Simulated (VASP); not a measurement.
The system is Hf2Pd2Se2Br2O3.

```
CELL_PARAMETERS angstrom
5.75899 0.00000 0.00000
-2.87949 4.98743 0.00000
0.00000 0.00000 8.52547
ATOMIC_POSITIONS crystal
Hf 0.33333 0.66667 0.54201
Hf 0.66667 0.33333 0.54201
Pd 0.33333 0.66667 0.12880
Pd 0.66667 0.33333 0.12880
Se 0.33333 0.66667 0.85572
Se 0.66667 0.33333 0.85572
Br 0.00000 0.00000 0.13895
Br 0.00000 0.00000 0.65384
O 0.50000 0.00000 0.42963
O 0.00000 0.50000 0.42963
O 0.50000 0.50000 0.42963
```

Base run:

| Quantity | Value |
| --- | --- |
| Program | VASP 6.6.1 |
| Functional | PBE |
| Potentials or basis | VASP PAW PBE potentials, release 64 (Hf_pv, Pd, Se, Br, O) |
| Cutoff | 520 eV |
| k mesh | 6 × 6 × 3 |
| Occupations | fermi-dirac, width 0.05 eV |
| Spin | no spin polarisation |
| Hubbard terms | Hf d U = 8.0 eV, Pd d U = 8.0 eV |

Its results: band gap on the k mesh zero (bands 42 and 43 overlap by 0.16 eV); pressure 5.7 GPa; largest force 1.598 eV/Å.

The run is repeated on the same cell with these changes: functional from PBE to PBEsol; hubbard terms from Hf d U = 8.0 eV, Pd d U = 8.0 eV to none. What comes out?

Band gap on the k mesh zero (bands 42 and 43 overlap by 0.10 eV); pressure -3.9 GPa; largest force 0.495 eV/Å.

Several settings changed at once.

Caveats: spin-orbit coupling is left out, which moves the levels of the heavy elements; the cell stands under pressure (at least some runs); U without spin polarisation on a metal has little footing (at least some runs); forces of over 1 eV/Å act on the atoms, so gaps and moduli don't describe the material at rest (at least some runs); the cell stands under tension (at least some runs); the PAW data sets were made with another functional, which shifts forces and pressure a little (at least some runs).
